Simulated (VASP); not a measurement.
Runs of VASP 6.6.1 on Ta. The structure is that of space group Pm-3m (No. 221), or close to it. The cells are those of the table. 

```tsv
task	cell	k mesh	cutoff (eV)	gap on the mesh (eV)	pressure (GPa)
single point	a = 2.743 Å, 1 atom	13 × 13 × 13	520	none	-5.6
relaxation of cell and atoms	relaxed from a = 2.692 Å, 1 atom	12 × 12 × 12	600	none	0.0
single point	a = 2.708 Å, 1 atom	13 × 13 × 13	520	none	0.1
single point	a = 2.595 Å, 1 atom	13 × 13 × 13	520	none	(a)
single point	a = 2.812 Å, 1 atom	13 × 13 × 13	520	none	-14.1
single point	a = 2.708 Å, 1 atom	12 × 12 × 12	520	none	(b)
```

Alike in all rows: level PBEsol; potentials or basis VASP PAW PBE potentials, release 64 (Ta_pv); no spin polarisation; smearing fermi-dirac 0.1 eV.

**Question.** Estimate the missing entries.

**Answer.** (a) 25.8; (b) 0.2.

Caveats: the PAW data sets were made with another functional, which shifts forces and pressure a little; spin-orbit coupling is left out, which moves the levels of the heavy elements.

A k mesh can miss the band edges, and the runs leave out spin-orbit coupling on Ta.

A gap of «none» marks levels without a gap at the run's occupations.
